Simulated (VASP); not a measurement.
Here is a VASP 6.6.1 calculation.

File INCAR:

```
PREC = Accurate
ENCUT = 520
EDIFF = 1E-6
ISMEAR = 0
SIGMA = 0.1
LREAL = F
LASPH = T
NELM = 150
ALGO = Normal
ISIF = 2
LWAVE = F
LCHARG = F
ISPIN = 2
MAGMOM = 1 0
LORBIT = 11
LMAXMIX = 4
GGA = PE
NBANDS = 20
```

File KPOINTS:

```
regular mesh
0
Gamma
  6 6 6
```

POSCAR

```
CuO
1.0
    2.8912169321      0.0000000000      0.0000000000
   -1.4456084661      2.5038673111      0.0000000000
    0.0000000000      0.0000000000      2.8199443722
Cu O
1 1
Direct
    0.0000000000      0.0000000000      0.0000000000
    0.6666666667      0.3333333333      0.5000000000
```

Potentials or basis: VASP PAW PBE potentials, release 64 (Cu, O).

Launch:

```bash
$ cat potpaw_PBE.64/Cu/POTCAR potpaw_PBE.64/O/POTCAR > POTCAR
$ mpirun -np 1 vasp_std > vasp.out
```

Task: Predict the pressure.

Result: -7.6 GPa.

Task: Predict the site moments.

Result: Cu +0.42; O +0.35 μB.

Task: What does it give for the net moment?

Result: 0.80 μB per cell.

Stress tensor (GPa, compression positive):
```
 -4.04   0.00   0.00
  0.00  -4.04   0.00
  0.00   0.00 -14.84
```

Caveat: the k points lie up to 0.42 Å⁻¹ apart; a cell with one magnetic atom can't hold antiferromagnetic order, which such compounds often take.
